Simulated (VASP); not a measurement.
# Bi2Se3 (R-3m) in VASP: notebook, part 2 of 3

VASP 6.6.1. Earlier steps stand in the parts before.

## Step 3: Single point, PBEsol+D3(BJ)

This run uses another cell than the first one, of 26.60 Å³/atom.

INCAR reads:

```
SYSTEM = Bi2Se3
PREC     = Accurate       ! precision mode
ENCUT    = 520            ! plane-wave cutoff, eV
EDIFF    = 1E-6           ! SCF threshold, eV
ISMEAR   = -1             ! smearing method
SIGMA    = 0.05           ! smearing width, eV
LREAL    = .FALSE.        ! projectors in reciprocal space
LASPH    = .TRUE.         ! aspherical terms in the spheres
NELM     = 80             ! most SCF steps
ALGO     = Normal         ! electronic algorithm
ISIF     = 2              ! what is computed and relaxed
LWAVE    = .FALSE.        ! write WAVECAR
LCHARG   = .FALSE.        ! write CHGCAR
GGA      = PS             ! functional
IVDW     = 12             ! dispersion correction
NBANDS   = 32             ! bands
```

KPOINTS reads:

```
regular mesh
0
G
  8 8 8
  0 0 0
```

POSCAR reads:

```
Bi2Se3
1.0
    2.0408289421      1.1782731391      9.2177679215
   -2.0408289421      1.1782731391      9.2177679215
    0.0000000000     -2.3565462782      9.2177679215
Bi Se
2 3
Direct
    0.5981270109      0.5981270109      0.5981270109
    0.4018729891      0.4018729891      0.4018729891
    0.7922246575      0.7922246575      0.7922246575
    0.2077753425      0.2077753425      0.2077753425
    0.0000000000      0.0000000000      0.0000000000
```

Potentials or basis: VASP PAW PBE potentials, release 64 (Bi_d, Se).

The run is started by

```bash
$ cat potpaw_PBE.64/Bi_d/POTCAR potpaw_PBE.64/Se/POTCAR > POTCAR
$ mpirun -np 1 vasp_std > vasp.out
```

OUTCAR:

```text
SYSTEM = Bi2Se3
   PREC = Accurate
   ENCUT = 520
   EDIFF = 1E-6
   ISMEAR = -1
   LREAL = .FALSE.
   LASPH = .TRUE.
   NELM = 80
   ISIF = 2
   GGA = PS
   IVDW = 12
 IVDW          = 12

 ion  position               nearest neighbor table
   1  0.598  0.598  0.598-   4 2.84   4 2.84   4 2.84   5 3.02   5 3.02   5 3.02
   2  0.402  0.402  0.402-   3 2.84   3 2.84   3 2.84   5 3.02   5 3.02   5 3.02
   3  0.792  0.792  0.792-   2 2.84   2 2.84   2 2.84
   4  0.208  0.208  0.208-   1 2.84   1 2.84   1 2.84
   5  0.000  0.000  0.000-   1 3.02   1 3.02   2 3.02   2 3.02   1 3.02   2 3.02

  LATTYP: Found a trigonal (rhomboedric) cell.
 ALAT       =     9.5142291236
 COS(alpha) =     0.9079770836

  Lattice vectors:

 A1 = (   2.0408289421,   1.1782731391,   9.2177679215)
 A2 = (  -2.0408289421,   1.1782731391,   9.2177679215)
 A3 = (   0.0000000000,  -2.3565462782,   9.2177679215)

Analysis of symmetry for initial positions (statically):
=====================================================================
 Subroutine PRICEL returns:
 Original cell was already a primitive cell.

 Routine SETGRP: Setting up the symmetry group for a
 trigonal (rhombohedral) supercell.

 Subroutine GETGRP returns: Found 12 space group operations
 (whereof 12 operations were pure point group operations)
 out of a pool of 12 trial point group operations.

The static configuration has the point symmetry D_3d.

Analysis of symmetry for dynamics (positions and initial velocities):
=====================================================================
 Subroutine PRICEL returns:
 Original cell was already a primitive cell.

 Routine SETGRP: Setting up the symmetry group for a
 trigonal (rhombohedral) supercell.

 Subroutine GETGRP returns: Found 12 space group operations
 (whereof 12 operations were pure point group operations)
 out of a pool of 12 trial point group operations.

[... 124 lines left out ...]
   IMIX   =      4    mixing-type and parameters
     AMIX     =   0.40;   BMIX     =  1.00
     AMIX_MAG =   1.60;   BMIX_MAG =  1.00
  volume/ion in A,a.u.               =      26.60       179.50
  Fermi-wavevector in a.u.,A,eV,Ry     =   1.165589  2.202644 18.484839  1.358597
  Thomas-Fermi vector in A             =   2.302113
   LORBIT       =      0    0 simple, 1 ext, 2 COOP (PROOUT), +10 PAW based schemes
   GGA     = PS    functional components
   LHFCALC =     F    Hartree Fock is set to
   AEXX    =    0.0000 exact exchange contribution
   IVDW    =    12    specifies the selected vdW correction
   LEPSILON=     F    determine dielectric tensor
   LRPA    =     F    only Hartree local field effects (RPA)
 non-spin polarized calculation
  energy-cutoff  :      520.00
  volume of cell :      132.99
 maximum number of plane-waves:      3611
   NGX = 35   NGY = 35   NGZ = 35

 number of electron      48.0000002 magnetization

 Free energy of the ion-electron system (eV)
  ---------------------------------------------------
  ext. energy  EPLUGINS =         0.00000000
  ---------------------------------------------------
  free energy    TOTEN  =       -21.99775355 eV

  energy without entropy =      -21.99741476  energy(sigma->0) =      -21.99758415

 E-fermi :   5.7458     XC(G=0): -10.0089

 val. band max:        5.7251880672   @ k =   0.0000   0.0000   0.0000
 cond. band min:       5.7610570081   @ k =   0.0000   0.0000   0.0000
 fundamental gap:      0.0358689409
 Fermi energy:         5.7457855489

 k-point     1 :       0.0000    0.0000    0.0000
  band No.  band energies     occupation
      1     -17.4729      2.00000
      2     -17.4729      2.00000
      3     -17.4703      2.00000
      4     -17.4703      2.00000
      5     -17.4586      2.00000
      6     -17.4552      2.00000
[... 829 lines left out ...]
     31       9.9893      0.00000
     32      11.7272      0.00000

 [... further k-points ...]

------------------------ aborting loop because EDIFF is reached ----------------------------------------

 Edisp (eV)   -2.00633

 E8    (eV) :    -1.3526

  FORCE on cell =-STRESS in cart. coord.  units (eV):
  Direction    XX          YY          ZZ          XY          YZ          ZX
  --------------------------------------------------------------------------------------
  -------------------------------------------------------------------------------------
  Total       0.05388     0.05388     0.05704     0.00000     0.00000     0.00000
  in kB       0.64905     0.64905     0.68711     0.00000     0.00000     0.00000
  external pressure =        0.66 kB  Pullay stress =        0.00 kB

 VOLUME and BASIS-vectors are now :
 -----------------------------------------------------------------------------
  energy-cutoff  :      520.00
  volume of cell :      132.99
      direct lattice vectors                 reciprocal lattice vectors
     2.040828942  1.178273139  9.217767922     0.244998486  0.141449942  0.036162044
    -2.040828942  1.178273139  9.217767922    -0.244998486  0.141449942  0.036162044
     0.000000000 -2.356546278  9.217767922     0.000000000 -0.282899883  0.036162044

 POSITION                                       TOTAL-FORCE (eV/Angst)
 -----------------------------------------------------------------------------------
      0.00000      0.00000     16.54019         0.000000     -0.000000      0.012359
      0.00000      0.00000     11.11312         0.000000      0.000000     -0.012359
      0.00000      0.00000     21.90763         0.000000      0.000000      0.017860
      0.00000      0.00000      5.74567         0.000000      0.000000     -0.017860
      0.00000      0.00000      0.00000         0.000000      0.000000     -0.000000
 -----------------------------------------------------------------------------------
    total drift:                                0.000000      0.000000     -0.000000

  FREE ENERGIE OF THE ION-ELECTRON SYSTEM (eV)
  ---------------------------------------------------
  free  energy   TOTEN  =       -24.0040790485 eV

  energy  without entropy=      -24.0037402643  energy(sigma->0) =      -24.00390966
```

OSZICAR:

```text
N       E                     dE             d eps       ncg     rms          rms(c)
DAV:   1     0.473198651554E+03    0.47320E+03   -0.23055E+04  4160   0.158E+03
DAV:   2     0.333059019594E+02   -0.43989E+03   -0.42164E+03  4224   0.421E+02
DAV:   3    -0.202659566129E+02   -0.53572E+02   -0.50770E+02  5472   0.151E+02
DAV:   4    -0.225675166156E+02   -0.23016E+01   -0.22868E+01  4704   0.323E+01
DAV:   5    -0.226485352938E+02   -0.81019E-01   -0.81000E-01  5824   0.635E+00    0.536E+00
DAV:   6    -0.220036274263E+02    0.64491E+00   -0.82476E-01  5784   0.687E+00    0.338E+00
DAV:   7    -0.219968377662E+02    0.67897E-02   -0.28945E-01  4680   0.234E+00    0.170E+00
DAV:   8    -0.219981786506E+02   -0.13409E-02   -0.42985E-02  5168   0.104E+00    0.512E-01
DAV:   9    -0.219976445771E+02    0.53407E-03   -0.18642E-03  5120   0.410E-01    0.115E-01
DAV:  10    -0.219977322712E+02   -0.87694E-04   -0.11191E-03  4656   0.160E-01    0.490E-02
DAV:  11    -0.219977428326E+02   -0.10561E-04   -0.93272E-05  4976   0.588E-02    0.283E-02
DAV:  12    -0.219977532545E+02   -0.10422E-04   -0.27152E-05  4272   0.250E-02    0.565E-03
DAV:  13    -0.219977535463E+02   -0.29189E-06   -0.26890E-06  3800   0.150E-02
   1 F= -.24004079E+02 E0= -.24003910E+02  d E =-.338784E-03
```

Wall time 50 min (1 thread of Intel Xeon 8259CL, shared host); peak memory 0.8 GiB.

What came out:

| Property | Result |
| --- | --- |
| Free energy | -24.0041 eV |
| Pressure | 0.1 GPa |
| Largest force | 0.018 eV/Å |
| Band gap on the k mesh | 0.04 eV |
| Dispersion energy per atom | -0.401 eV |

Forces in eV/Å, atoms in the order of the input:
```
Bi   0.000  0.000  0.012
Bi   0.000  0.000 -0.012
Se   0.000  0.000  0.018
Se   0.000  0.000 -0.018
Se   0.000  0.000  0.000
```

Caveat: the PAW data sets were made with another functional, which shifts forces and pressure a little; spin-orbit coupling is left out, which moves the levels of the heavy elements. A k mesh can miss the band edges.

## Step 4: Single point, BLYP+D3(BJ)

This run uses another cell than the first one, of 28.23 Å³/atom.

INCAR reads:

```
SYSTEM = Bi2Se3
PREC     = Accurate       ! precision mode
ENCUT    = 520            ! plane-wave cutoff, eV
EDIFF    = 1E-7           ! SCF threshold, eV
ISMEAR   = -1             ! smearing method
SIGMA    = 0.05           ! smearing width, eV
LREAL    = .FALSE.        ! projectors in reciprocal space
LASPH    = .TRUE.         ! aspherical terms in the spheres
NELM     = 100            ! most SCF steps
ALGO     = Normal         ! electronic algorithm
ISIF     = 2              ! what is computed and relaxed
LWAVE    = .FALSE.        ! write WAVECAR
LCHARG   = .FALSE.        ! write CHGCAR
GGA      = B5             ! functional
ALDAX    = 1.0          
AGGAX    = 1.0          
AGGAC    = 1.0          
ALDAC    = 0.0          
IVDW     = 12             ! dispersion correction
VDW_S6   = 1.0          
VDW_S8   = 2.6996       
VDW_A1   = 0.4298       
VDW_A2   = 4.2359       
NBANDS   = 32             ! bands
```

KPOINTS is that of step 3.

POSCAR reads:

```
Bi2Se3
1.0
    2.0867141452      1.2047649734      9.3573078524
   -2.0867141452      1.2047649734      9.3573078524
    0.0000000000     -2.4095299469      9.3573078524
Bi Se
2 3
Direct
    0.5981007696      0.5981007696      0.5981007696
    0.4018992304      0.4018992304      0.4018992304
    0.7910880261      0.7910880261      0.7910880261
    0.2089119739      0.2089119739      0.2089119739
    0.0000000000      0.0000000000      0.0000000000
```

Potentials or basis: VASP PAW PBE potentials, release 64 (Bi_d, Se).

The run is started by

```bash
$ cat potpaw_PBE.64/Bi_d/POTCAR potpaw_PBE.64/Se/POTCAR > POTCAR
$ mpirun -np 1 vasp_std > vasp.out
```

OUTCAR:

```text
SYSTEM = Bi2Se3
   PREC = Accurate
   ENCUT = 520
   EDIFF = 1E-7
   ISMEAR = -1
   LREAL = .FALSE.
   LASPH = .TRUE.
   NELM = 100
   ISIF = 2
   GGA = B5
   IVDW = 12
 IVDW          = 12

 ion  position               nearest neighbor table
   1  0.598  0.598  0.598-   4 2.87   4 2.87   4 2.87   5 3.08   5 3.08   5 3.08
   2  0.402  0.402  0.402-   3 2.87   3 2.87   3 2.87   5 3.08   5 3.08   5 3.08
   3  0.791  0.791  0.791-   2 2.87   2 2.87   2 2.87
   4  0.209  0.209  0.209-   1 2.87   1 2.87   1 2.87
   5  0.000  0.000  0.000-   1 3.08   2 3.08   1 3.08   1 3.08   2 3.08   2 3.08

  LATTYP: Found a trigonal (rhomboedric) cell.
 ALAT       =     9.6625589162
 COS(alpha) =     0.9067236366

  Lattice vectors:

 A1 = (   2.0867141452,   1.2047649734,   9.3573078524)
 A2 = (  -2.0867141452,   1.2047649734,   9.3573078524)
 A3 = (   0.0000000000,  -2.4095299469,   9.3573078524)

Analysis of symmetry for initial positions (statically):
=====================================================================
 Subroutine PRICEL returns:
 Original cell was already a primitive cell.

 Routine SETGRP: Setting up the symmetry group for a
 trigonal (rhombohedral) supercell.

 Subroutine GETGRP returns: Found 12 space group operations
 (whereof 12 operations were pure point group operations)
 out of a pool of 12 trial point group operations.

The static configuration has the point symmetry D_3d.

Analysis of symmetry for dynamics (positions and initial velocities):
=====================================================================
 Subroutine PRICEL returns:
 Original cell was already a primitive cell.

 Routine SETGRP: Setting up the symmetry group for a
 trigonal (rhombohedral) supercell.

 Subroutine GETGRP returns: Found 12 space group operations
 (whereof 12 operations were pure point group operations)
 out of a pool of 12 trial point group operations.

[... 124 lines left out ...]
   IMIX   =      4    mixing-type and parameters
     AMIX     =   0.40;   BMIX     =  1.00
     AMIX_MAG =   1.60;   BMIX_MAG =  1.00
  volume/ion in A,a.u.               =      28.23       190.50
  Fermi-wavevector in a.u.,A,eV,Ry     =   1.142701  2.159393 17.766031  1.305766
  Thomas-Fermi vector in A             =   2.279399
   LORBIT       =      0    0 simple, 1 ext, 2 COOP (PROOUT), +10 PAW based schemes
   GGA     = B5    functional components
   LHFCALC =     F    Hartree Fock is set to
   AEXX    =    0.0000 exact exchange contribution
   IVDW    =    12    specifies the selected vdW correction
   LEPSILON=     F    determine dielectric tensor
   LRPA    =     F    only Hartree local field effects (RPA)
 non-spin polarized calculation
  energy-cutoff  :      520.00
  volume of cell :      141.15
 maximum number of plane-waves:      3824
   NGX = 35   NGY = 35   NGZ = 35

 number of electron      48.0000006 magnetization

 Free energy of the ion-electron system (eV)
  ---------------------------------------------------
  ext. energy  EPLUGINS =         0.00000000
  ---------------------------------------------------
  free energy    TOTEN  =       -17.09911475 eV

  energy without entropy =      -17.09886424  energy(sigma->0) =      -17.09898950

 E-fermi :   5.6032     XC(G=0):  -8.9510

 val. band max:        5.5277869817   @ k =   0.0000   0.0000   0.0000
 cond. band min:       5.6749480947   @ k =   0.0000   0.0000   0.0000
 fundamental gap:      0.1471611130
 Fermi energy:         5.6032450203

 k-point     1 :       0.0000    0.0000    0.0000
  band No.  band energies     occupation
      1     -17.6256      2.00000
      2     -17.6256      2.00000
      3     -17.6236      2.00000
      4     -17.6236      2.00000
      5     -17.6131      2.00000
      6     -17.6105      2.00000
[... 829 lines left out ...]
     31      10.3614      0.00000
     32      11.9758      0.00000

 [... further k-points ...]

------------------------ aborting loop because EDIFF is reached ----------------------------------------

 Edisp (eV)   -4.66730

 E8    (eV) :    -3.4902

  FORCE on cell =-STRESS in cart. coord.  units (eV):
  Direction    XX          YY          ZZ          XY          YZ          ZX
  --------------------------------------------------------------------------------------
  -------------------------------------------------------------------------------------
  Total       0.22178     0.22178     0.17816     0.00000    -0.00000     0.00000
  in kB       2.51748     2.51748     2.02239     0.00000    -0.00000     0.00000
  external pressure =        2.35 kB  Pullay stress =        0.00 kB

 VOLUME and BASIS-vectors are now :
 -----------------------------------------------------------------------------
  energy-cutoff  :      520.00
  volume of cell :      141.15
      direct lattice vectors                 reciprocal lattice vectors
     2.086714145  1.204764973  9.357307852     0.239611161  0.138339569  0.035622782
    -2.086714145  1.204764973  9.357307852    -0.239611161  0.138339569  0.035622782
     0.000000000 -2.409529947  9.357307852     0.000000000 -0.276679137  0.035622782

 POSITION                                       TOTAL-FORCE (eV/Angst)
 -----------------------------------------------------------------------------------
      0.00000     -0.00000     16.78984         0.000000     -0.000000      0.025417
      0.00000     -0.00000     11.28208         0.000000      0.000000     -0.025417
      0.00000     -0.00000     22.20736         0.000000     -0.000000      0.039439
      0.00000     -0.00000      5.86456         0.000000      0.000000     -0.039439
      0.00000      0.00000      0.00000         0.000000     -0.000000      0.000000
 -----------------------------------------------------------------------------------
    total drift:                                0.000000      0.000000      0.000000

  FREE ENERGIE OF THE ION-ELECTRON SYSTEM (eV)
  ---------------------------------------------------
  free  energy   TOTEN  =       -21.7664122443 eV

  energy  without entropy=      -21.7661617297  energy(sigma->0) =      -21.76628699
```

OSZICAR:

```text
N       E                     dE             d eps       ncg     rms          rms(c)
DAV:   1     0.478649920273E+03    0.47865E+03   -0.22946E+04  4160   0.157E+03
DAV:   2     0.381003283188E+02   -0.44055E+03   -0.42210E+03  4264   0.414E+02
DAV:   3    -0.158264051462E+02   -0.53927E+02   -0.51212E+02  5432   0.152E+02
DAV:   4    -0.181417174773E+02   -0.23153E+01   -0.23040E+01  4488   0.331E+01
DAV:   5    -0.182248102356E+02   -0.83093E-01   -0.83079E-01  6032   0.650E+00    0.536E+00
DAV:   6    -0.170698286881E+02    0.11550E+01   -0.16981E+00  5736   0.971E+00    0.317E+00
DAV:   7    -0.170856491730E+02   -0.15820E-01   -0.44718E-01  4536   0.288E+00    0.182E+00
DAV:   8    -0.170969235380E+02   -0.11274E-01   -0.63982E-02  5392   0.114E+00    0.707E-01
DAV:   9    -0.170987495271E+02   -0.18260E-02   -0.30182E-03  5112   0.490E-01    0.149E-01
DAV:  10    -0.170990148172E+02   -0.26529E-03   -0.13225E-03  4928   0.203E-01    0.613E-02
DAV:  11    -0.170990657067E+02   -0.50890E-04   -0.15037E-04  4704   0.729E-02    0.368E-02
DAV:  12    -0.170991139944E+02   -0.48288E-04   -0.81290E-05  4408   0.505E-02    0.906E-03
DAV:  13    -0.170991147867E+02   -0.79228E-06   -0.44365E-06  5432   0.144E-02    0.558E-03
DAV:  14    -0.170991145430E+02    0.24370E-06   -0.85675E-07  4152   0.422E-03    0.207E-03
DAV:  15    -0.170991147242E+02   -0.18115E-06   -0.12086E-07  2944   0.238E-03    0.382E-04
DAV:  16    -0.170991147527E+02   -0.28524E-07   -0.38623E-08  2448   0.141E-03
   1 F= -.21766412E+02 E0= -.21766287E+02  d E =-.250515E-03
```

stdout:

```text
POSCAR found type information on POSCAR BiSe
 POSCAR found :  2 types and       5 ions
 scaLAPACK will be used
 -----------------------------------------------------------------------------
|                                                                             |
|                                                                             |
|     You enforced a specific xc type in the INCAR file but a different       |
|     I HOPE YOU KNOW WHAT YOU ARE DOING!                                     |
|                                                                             |
 -----------------------------------------------------------------------------

 LDA part: xc-table for (Slater(with rela. corr.)+VWN5), standard interpolation
 POSCAR, INCAR and KPOINTS ok, starting setup
 FFT: planning ... GRIDC
 FFT: planning ... GRID_SOFT
 FFT: planning ... GRID
 WAVECAR not read
 entering main loop
```

It took 65 min on 1 thread of Intel Xeon 8259CL, shared host; peak memory 0.81 GiB.

What came out:

| Item | Value |
| --- | --- |
| Free energy | -21.7664 eV |
| Pressure | 0.2 GPa |
| Largest force | 0.039 eV/Å |
| Band gap on the k mesh | 0.15 eV |
| Dispersion energy per atom | -0.933 eV |

Forces in eV/Å, atoms in the order of the input:
```
Bi   0.000  0.000  0.025
Bi   0.000  0.000 -0.025
Se   0.000  0.000  0.039
Se   0.000  0.000 -0.039
Se   0.000  0.000  0.000
```

Levels at points of the mesh, in eV from the valence-band top:
```tsv
k point	band 22	band 23	band 24	band 25	band 26	band 27
(0.00, 0.00, 0.00)	-1.25	-1.25	0.00	0.15	1.19	1.19
(0.50, 0.00, 0.00)	-2.28	-1.22	-0.49	0.77	1.69	2.97
(0.50, 0.50, 0.00)	-1.85	-1.78	-0.90	1.33	1.94	2.50
(0.50, 0.50, 0.50)	-1.50	-1.50	-0.55	0.72	1.60	1.60
```

Caveat: the PAW data sets were made with another functional, which shifts forces and pressure a little; spin-orbit coupling is left out, which moves the levels of the heavy elements. A k mesh can miss the band edges.

[end of part 2 of 3]
